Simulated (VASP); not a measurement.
# ZrSi2 (Cmcm) in VASP: single point with PBE

Aim: the single point of ZrSi2 with PBE.

Everything below comes from runs of VASP 6.6.1. Logs are shortened: lines on timing, memory, paths and dates and some standing lists are left out, and cuts for length are marked.

### Step 1. The cell of the first run

Symmetry: Cmcm, No. 63, orthorhombic system. Conventional cell: a = 3.704 Å, b = 14.793 Å, c = 3.679 Å, α = 90.00°, β = 90.00°, γ = 90.00°. Zr (site symmetry m2m) has 10 Si at 2.72 to 2.99 Å and 6 Zr at 3.62 to 3.70 Å within 3.8 Å. Within 3.2 Å of Si (site symmetry m2m) lie 2 Si at 2.42 Å and 6 Zr at 2.72 to 2.99 Å. Si (site symmetry m2m) has 8 Si at 2.61 to 3.46 Å and 4 Zr at 2.83 Å within 3.5 Å.

### Step 2. Single point, PBE

File INCAR:

```
SYSTEM = ZrSi2
PREC     = Accurate       ! precision mode
ENCUT    = 520            ! plane-wave cutoff, eV
EDIFF    = 1E-6           ! SCF threshold, eV
ISMEAR   = 0              ! smearing method
SIGMA    = 0.1            ! smearing width, eV
LREAL    = .False.        ! projectors in reciprocal space
LASPH    = .True.         ! aspherical terms in the spheres
NELM     = 100            ! most SCF steps
ALGO     = Normal         ! electronic algorithm
ISIF     = 2              ! what is computed and relaxed
LWAVE    = .False.        ! write WAVECAR
LCHARG   = .False.        ! write CHGCAR
GGA      = PE             ! functional
NBANDS   = 29             ! bands
```

File KPOINTS:

```
Automatic mesh
0
Gamma
  10 10 10
  0 0 0
```

File POSCAR:

```
ZrSi2
1.0
    1.8521402316     -7.3965526880      0.0000000000
    1.8521402316      7.3965526880      0.0000000000
    0.0000000000      0.0000000000      3.6793067162
Zr Si
2 4
Direct
    0.8946415525      0.1053584475      0.2500000000
    0.1053584475      0.8946415525      0.7500000000
    0.5530616462      0.4469383538      0.2500000000
    0.4469383538      0.5530616462      0.7500000000
    0.2502901264      0.7497098736      0.2500000000
    0.7497098736      0.2502901264      0.7500000000
```

Potentials or basis: VASP PAW PBE potentials, release 64 (Zr_sv, Si).

Run with:

```
$ cat potpaw_PBE.64/Zr_sv/POTCAR potpaw_PBE.64/Si/POTCAR > POTCAR
$ mpirun -np 1 vasp_std > vasp.out
```

OUTCAR:

```text
SYSTEM = ZrSi2
   PREC = Accurate
   ENCUT = 520
   EDIFF = 1E-6
   ISMEAR = 0
   LREAL = .False.
   LASPH = .True.
   NELM = 100
   ISIF = 2
   GGA = PE

 ion  position               nearest neighbor table
   1  0.895  0.105  0.250-   4 2.72   4 2.72   4 2.72   4 2.72   6 2.83   6 2.83   5 2.83   5 2.83
                             3 2.99   3 2.99   2 3.62   2 3.62
   2  0.105  0.895  0.750-   3 2.72   3 2.72   3 2.72   3 2.72   5 2.83   5 2.83   6 2.83   6 2.83
                             4 2.99   4 2.99   1 3.62   1 3.62
   3  0.553  0.447  0.250-   4 2.42   4 2.42   2 2.72   2 2.72   2 2.72   2 2.72   1 2.99   1 2.99

   4  0.447  0.553  0.750-   3 2.42   3 2.42   1 2.72   1 2.72   1 2.72   1 2.72   2 2.99   2 2.99

   5  0.250  0.750  0.250-   6 2.61   6 2.61   6 2.61   6 2.61   2 2.83   2 2.83   1 2.83   1 2.83

   6  0.750  0.250  0.750-   5 2.61   5 2.61   5 2.61   5 2.61   1 2.83   1 2.83   2 2.83   2 2.83

  LATTYP: Found a base centered orthorhombic cell.
 ALAT       =     3.7042804632
 B/A-ratio  =     3.9935165609
 C/A-ratio  =     0.9932581382

  Lattice vectors:

 A1 = (   1.8521402316,  -7.3965526880,   0.0000000000)
 A2 = (   1.8521402316,   7.3965526880,   0.0000000000)
 A3 = (   0.0000000000,   0.0000000000,   3.6793067162)

Analysis of symmetry for initial positions (statically):
=====================================================================
 Subroutine PRICEL returns:
 Original cell was already a primitive cell.

 Routine SETGRP: Setting up the symmetry group for a
 base centered orthorhombic supercell.

 Subroutine GETGRP returns: Found  8 space group operations
 (whereof  4 operations were pure point group operations)
 out of a pool of  8 trial point group operations.

The static configuration has the point symmetry C_2h.
 The point group associated with its full space group is D_2h.

Analysis of symmetry for dynamics (positions and initial velocities):
=====================================================================
 Subroutine PRICEL returns:
 Original cell was already a primitive cell.

 Routine SETGRP: Setting up the symmetry group for a
 base centered orthorhombic supercell.

 Subroutine GETGRP returns: Found  8 space group operations
 (whereof  4 operations were pure point group operations)
 out of a pool of  8 trial point group operations.

The dynamic configuration has the point symmetry C_2h.
 The point group associated with its full space group is D_2h.

 Subroutine INISYM returns: Found  8 space group operations
 (whereof  4 operations are pure point group operations),
 and found     1 'primitive' translations

----------------------------------------------------------------------------------------

                                     Primitive cell

  volume of cell :     100.8090

  direct lattice vectors                    reciprocal lattice vectors
     1.852140232 -7.396552688  0.000000000     0.269957961 -0.067599059  0.000000000
     1.852140232  7.396552688  0.000000000     0.269957961  0.067599059  0.000000000
     0.000000000  0.000000000  3.679306716     0.000000000  0.000000000  0.271790334

  length of vectors
     7.624920662  7.624920662  3.679306716     0.278292891  0.278292891  0.271790334

  position of ions in fractional coordinates (direct lattice)
     0.894641552  0.105358448  0.250000000
     0.105358448  0.894641552  0.750000000
     0.553061646  0.446938354  0.250000000
     0.446938354  0.553061646  0.750000000
     0.250290126  0.749709874  0.250000000
     0.749709874  0.250290126  0.750000000

  ion indices of the primitive-cell ions
   primitive index   ion index
                 1           1
                 2           2
                 3           3
                 4           4
                 5           5
                 6           6

----------------------------------------------------------------------------------------

 KPOINTS: Automatic mesh

Automatic generation of k-mesh.
 Grid dimensions read from file:
 generate k-points for:   10   10   10

 Generating k-lattice:

  Cartesian coordinates                     Fractional coordinates (reciprocal lattice)
     0.026995796 -0.006759906  0.000000000     0.100000000  0.000000000  0.000000000
     0.026995796  0.006759906  0.000000000     0.000000000  0.100000000  0.000000000
     0.000000000  0.000000000  0.027179033     0.000000000  0.000000000  0.100000000

  Length of vectors
     0.027829289  0.027829289  0.027179033

  Shift w.r.t. Gamma in fractional coordinates (k-lattice)
     0.000000000  0.000000000  0.000000000

 Subroutine IBZKPT returns following result:
 ===========================================

 Found    186 irreducible k-points:

 Following reciprocal coordinates:
            Coordinates               Weight
  0.000000  0.000000  0.000000      1.000000
  0.100000  0.000000  0.000000      4.000000
  0.200000  0.000000  0.000000      4.000000
  0.300000  0.000000  0.000000      4.000000
  0.400000  0.000000  0.000000      4.000000
  0.500000  0.000000  0.000000      2.000000
[... 16 lines left out ...]
  0.300000  0.300000  0.000000      2.000000
  0.400000  0.300000  0.000000      4.000000
 [... further k-points ...]
   k-points           NKPTS =    186   k-points in BZ     NKDIM =    186   number of bands    NBANDS=     29
   number of dos      NEDOS =    301   number of ions     NIONS =      6
   total plane-waves  NPLWV = 100800
   dimension x,y,z NGX =    60 NGY =   60 NGZ =   28
   dimension x,y,z NGXF=   120 NGYF=  120 NGZF=   56
   ions per type =               2   4
   NGX,Y,Z   is equivalent  to a cutoff of  13.08, 13.08, 12.65 a.u.
   NGXF,Y,Z  is equivalent  to a cutoff of  26.16, 26.16, 25.30 a.u.
 SYSTEM =  ZrSi2
   PREC   = accura    normal or accurate (medium, high low for compatibility)
   ISTART =      0    job   : 0-new  1-cont  2-samecut
   ICHARG =      2    charge: 1-file 2-atom 10-const
   ISPIN  =      1    spin polarized calculation?
   LNONCOLLINEAR =      F non collinear calculations
   LSORBIT =      F    spin-orbit coupling
   LASPH  =      T    aspherical Exc in radial PAW
   ENCUT  =  520.0 eV  38.22 Ry    6.18 a.u.  14.18 14.18  6.84*2*pi/ulx,y,z
   NELM   =    100;   NELMIN=  2; NELMDL= -5     # of ELM steps
   EDIFF  = 0.1E-05   stopping-criterion for ELM
   LREAL  =      F    real-space projection
[... 7 lines left out ...]
   TEBEG  =    0.0;   TEEND  =   0.0 temperature during run
   PSTRESS=    0.0 pullay stress
   NELECT =      40.0000    total number of electrons
   NUPDOWN=      -1.0000    fix difference up-down
   EMIN   =  10.00;   EMAX   =-10.00  energy-range for DOS
   EFERMI =   0.00;   METHOD = LEGACY
   ISMEAR =     0;   SIGMA  =   0.10  broadening in eV -4-tet -1-fermi 0-gaus
   EFERMI_NEDOS =   21; number of points for ismear=-14 and -15
   IALGO  =     38    algorithm
   IMIX   =      4    mixing-type and parameters
     AMIX     =   0.40;   BMIX     =  1.00
     AMIX_MAG =   1.60;   BMIX_MAG =  1.00
  volume/ion in A,a.u.               =      16.80       113.38
  Fermi-wavevector in a.u.,A,eV,Ry     =   1.202989  2.273320 19.690123  1.447183
  Thomas-Fermi vector in A             =   2.338755
   LORBIT       =      0    0 simple, 1 ext, 2 COOP (PROOUT), +10 PAW based schemes
   GGA     = PE    functional components
   LHFCALC =     F    Hartree Fock is set to
   AEXX    =    0.0000 exact exchange contribution
   IVDW    =     0    specifies the selected vdW correction
   LEPSILON=     F    determine dielectric tensor
   LRPA    =     F    only Hartree local field effects (RPA)
 non-spin polarized calculation
 Gauss-broadening in eV      SIGMA  =   0.10
  energy-cutoff  :      520.00
  volume of cell :      100.81
 maximum number of plane-waves:      2736
 NGX is ok and might be reduce to    60
   NGX = 29   NGY = 29   NGZ = 13

 number of electron      40.0000000 magnetization

 Free energy of the ion-electron system (eV)
  ---------------------------------------------------
  ext. energy  EPLUGINS =         0.00000000
  ---------------------------------------------------
  free energy    TOTEN  =       -42.72007768 eV

  energy without entropy =      -42.71320107  energy(sigma->0) =      -42.71663938

 E-fermi :   9.9873     XC(G=0): -11.2507

 val. band max:        9.9862032748   @ k =   0.5000   0.4000   0.3000
 cond. band min:       9.9995350255   @ k =   0.5000   0.2000   0.1000
 fundamental gap:      0.0133317507
 Fermi energy:         9.9873001732

 k-point     1 :       0.0000    0.0000    0.0000
  band No.  band energies     occupation
      1     -38.8103      2.00000
      2     -38.7984      2.00000
      3     -17.0394      2.00000
      4     -16.8997      2.00000
      5     -16.8793      2.00000
      6     -16.8782      2.00000
[... 21 lines left out ...]
     28      12.8591      0.00000
     29      13.9572      0.00000

 k-point     2 :       0.1000    0.0000    0.0000
  band No.  band energies     occupation
      1     -38.8094      2.00000
      2     -38.7975      2.00000
      3     -17.0359      2.00000
      4     -16.9177      2.00000
      5     -16.8944      2.00000
      6     -16.8781      2.00000
[... 21 lines left out ...]
     28      13.2537      0.00000
     29      13.6357      0.00000

 k-point     3 :       0.2000    0.0000    0.0000
  band No.  band energies     occupation
      1     -38.8071      2.00000
      2     -38.7954      2.00000
      3     -17.0268      2.00000
      4     -16.9643      2.00000
      5     -16.9365      2.00000
      6     -16.8753      2.00000
[... 21 lines left out ...]
     28      13.3233      0.00000
     29      13.8519      0.00000

 k-point     4 :       0.3000    0.0000    0.0000
  band No.  band energies     occupation
      1     -38.8042      2.00000
      2     -38.7927      2.00000
      3     -17.0249      2.00000
      4     -17.0118      2.00000
      5     -16.9878      2.00000
      6     -16.8718      2.00000
[... 21 lines left out ...]
     28      13.3935      0.00000
     29      14.4395      0.00000

 k-point     5 :       0.4000    0.0000    0.0000
  band No.  band energies     occupation
      1     -38.8018      2.00000
      2     -38.7905      2.00000
      3     -17.0680      2.00000
      4     -17.0296      2.00000
      5     -17.0042      2.00000
      6     -16.8690      2.00000
[... 21 lines left out ...]
     28      13.3384      0.00000
     29      13.9351      0.00000
[... 510 lines left out ...]
     28      13.2184      0.00000
     29      13.7653      0.00000

 k-point    22 :      -0.2000    0.2000    0.0000
  band No.  band energies     occupation
      1     -38.8102      2.00000
      2     -38.7985      2.00000
      3     -17.0342      2.00000
      4     -16.9001      2.00000
      5     -16.8847      2.00000
      6     -16.8777      2.00000
[... 21 lines left out ...]
     28      12.8187      0.00000
     29      14.0537      0.00000

 k-point    23 :       0.3000    0.3000    0.0000
  band No.  band energies     occupation
      1     -38.8018      2.00000
      2     -38.7906      2.00000
      3     -17.0689      2.00000
      4     -17.0291      2.00000
      5     -17.0006      2.00000
      6     -16.8724      2.00000
[... 21 lines left out ...]
     28      13.4690      0.00000
     29      13.7664      0.00000

 k-point    24 :       0.4000    0.3000    0.0000
  band No.  band energies     occupation
      1     -38.8040      2.00000
      2     -38.7928      2.00000
      3     -17.0275      2.00000
      4     -17.0021      2.00000
      5     -16.9875      2.00000
      6     -16.8794      2.00000
[... 21 lines left out ...]
     28      13.7418      0.00000
     29      13.9928      0.00000

 [... further k-points ...]
[... 5 lines left out ...]
  --------------------------------------------------------------------------------------
  -------------------------------------------------------------------------------------
  Total        0.0187971     -0.0048206      0.0045758      0.0000000      0.0000000      0.0000000
  in kB        0.2987465     -0.0766153      0.0727235      0.0000000      0.0000000      0.0000000
  external PRESSURE =       0.0982849 kB  Pullay stress =       0.0000000 kB

 VOLUME and BASIS-vectors are now :
 -----------------------------------------------------------------------------
  energy-cutoff  :      520.00
  volume of cell :      100.81
      direct lattice vectors                 reciprocal lattice vectors
     1.852140232 -7.396552688  0.000000000     0.269957961 -0.067599059  0.000000000
     1.852140232  7.396552688  0.000000000     0.269957961  0.067599059  0.000000000
     0.000000000  0.000000000  3.679306716     0.000000000  0.000000000  0.271790334

 POSITION                                       TOTAL-FORCE (eV/Angst)
 -----------------------------------------------------------------------------------
      1.85214     -5.83797      0.91983         0.000000      0.000519      0.000000
      1.85214      5.83797      2.75948         0.000000     -0.000519     -0.000000
      1.85214     -0.78495      0.91983         0.000000      0.008556     -0.000000
      1.85214      0.78495      2.75948         0.000000     -0.008556     -0.000000
      1.85214      3.69398      0.91983         0.000000     -0.000346     -0.000000
      1.85214     -3.69398      2.75948         0.000000      0.000346     -0.000000
 -----------------------------------------------------------------------------------
    total drift:                               -0.000000     -0.000000     -0.000000

  FREE ENERGIE OF THE ION-ELECTRON SYSTEM (eV)
  ---------------------------------------------------
  free  energy   TOTEN  =       -42.7200776807 eV

  energy  without entropy=      -42.7132010704  energy(sigma->0) =      -42.71663938
```

Run time: 8.5 min. Hardware: 1 thread of Intel Xeon Platinum 8488C (Sapphire Rapids), shared host; peak memory 0.61 GiB.

What came out:

```
Free energy            : -42.7201 eV
Pressure               : 0.0 GPa
Largest force          : 0.009 eV/Å
Band gap on the k mesh : zero (bands 20 and 21 overlap by 0.94 eV)
```

Forces in eV/Å, atoms in the order of the input:
```
Zr   0.000  0.001  0.000
Zr   0.000 -0.001  0.000
Si   0.000  0.009  0.000
Si   0.000 -0.009  0.000
Si   0.000  0.000  0.000
Si   0.000  0.000  0.000
```
